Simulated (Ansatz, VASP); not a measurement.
# HfB2: VASP beside Ansatz

File INCAR:

```
PREC = Accurate ; ENCUT = 520
EDIFF = 1E-6 ; ISMEAR = 0
SIGMA = 0.1 ; LREAL = False
LASPH = True ; NELM = 100
ALGO = Normal ; ISIF = 2
LWAVE = False ; LCHARG = False
GGA = PE ; NBANDS = 25
```

File KPOINTS:

```
regular mesh
0
Gamma
  4 4 4
```

The input POSCAR:

```
HfB2
1.0
    4.5860188200      0.0000000000      0.0000000000
    0.0000000000      4.5860188200      0.0000000000
    0.0000000000      0.0000000000      4.0618983900
Hf B
2 4
Direct
    0.5000000000      0.5000000000      0.5000000000
    0.0000000000      0.0000000000      0.0000000000
    0.1942165900      0.1942165900      0.5000000000
    0.8057834100      0.8057834100      0.5000000000
    0.8057834100      0.1942165900      0.5000000000
    0.1942165900      0.8057834100      0.5000000000
```

Input for Ansatz:

```yaml
crystal:
  lattice:
    - [4.58601882, 0.0, 0.0]
    - [0.0, 4.58601882, 0.0]
    - [0.0, 0.0, 4.06189839]
  atoms:
    - { symbol: Hf, position: [0.5, 0.5, 0.5] }
    - { symbol: Hf, position: [0.0, 0.0, 0.0] }
    - { symbol: B, position: [0.19421659, 0.19421659, 0.5] }
    - { symbol: B, position: [0.80578341, 0.80578341, 0.5] }
    - { symbol: B, position: [0.80578341, 0.19421659, 0.5] }
    - { symbol: B, position: [0.19421659, 0.80578341, 0.5] }
basis:
  ecutwfc: 420
kpoints:
  mp_grid: { grid: [4, 4, 4] }
hamiltonian:
  xc: pbe
scf:
  occupations: { method: gaussian, width: 0.1 }
  lower_state_search: "off"
output:
  forces: true
  stress: true
  eigenvalues: true
```

Alike in both runs: task single point; functional PBE; k mesh 4 × 4 × 4; occupations gaussian, width 0.1 eV; no spin polarisation.

```csv
,VASP,Ansatz
version,VASP 6.6.1,Ansatz 0.2.0
potentials or method,"VASP PAW PBE potentials, release 64 (Hf_pv, B), cutoff 520 eV","scalar-relativistic, plane waves, PAW"
valence electrons in the cell,32,64
```

```csv
,VASP,Ansatz,Ansatz less VASP
gap on the k mesh at the Fermi level (eV),none,none,-
pressure (GPa),18.7,18.1,-0.54
"traceless stress, the component that is largest in VASP (GPa)",-17.82,-17.17,+0.655
rms of the force components (eV/Å),2.487,2.408,-0.0796
```

Atom by atom the forces differ by 0.080 eV/Å (rms over components). A gap of «none» marks a metal or a gap that the smearing closes. VASP's potentials hold 32 valence electrons a cell and Ansatz's 64, so a difference there can come from the potentials and not from the codes.

The k mesh is coarse, so the values compare programs but aren't converged. Spin-orbit coupling is off throughout.
